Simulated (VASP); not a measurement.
BeTe, 2 atoms in the cell. It takes space group F-43m (No. 216, cubic). Conventional cell: a = 5.706 Å, b = 5.706 Å, c = 5.706 Å, α = 90.00°, β = 90.00°, γ = 90.00°. Be (site symmetry -43m) has 4 Te at 2.47 Å within 3.3 Å. Within 3.3 Å of Te (site symmetry -43m) lie 4 Be at 2.47 Å.  This cell differs from its parent crystal: strain +0.030 along x and y, +0.030 along z.

```yaml
Program: VASP 6.6.1
Task: single point
Functional: PBE
Potentials_or_basis: VASP PAW PBE potentials, release 64 (Be, Te)
Cutoff: 520 eV
k_mesh: 8 × 8 × 8
Occupations: gaussian, width 0.05 eV
Spin: no spin polarisation
Dipole_correction: no
Further_INCAR_settings: ALGO = Normal; EDIFF = 1e-06; NBANDS = 11
```

Potentials or basis: VASP PAW PBE potentials, release 64 (Be, Te).

Run with:

```console
$ cat potpaw_PBE.64/Be/POTCAR potpaw_PBE.64/Te/POTCAR > POTCAR
$ mpirun -np 1 vasp_std > vasp.out
```

Hardware: 1 thread of AMD EPYC 7R43 64-Core Processor (Zen 3), with other jobs on the host.

**Question.** How long does it take, and how much memory?

**Answer.** It took 19 s on 1 thread of AMD EPYC 7R43 64-Core Processor (Zen 3), on a shared host, peak memory 0.13 GiB. Counts: scf iterations 13, k points 29.
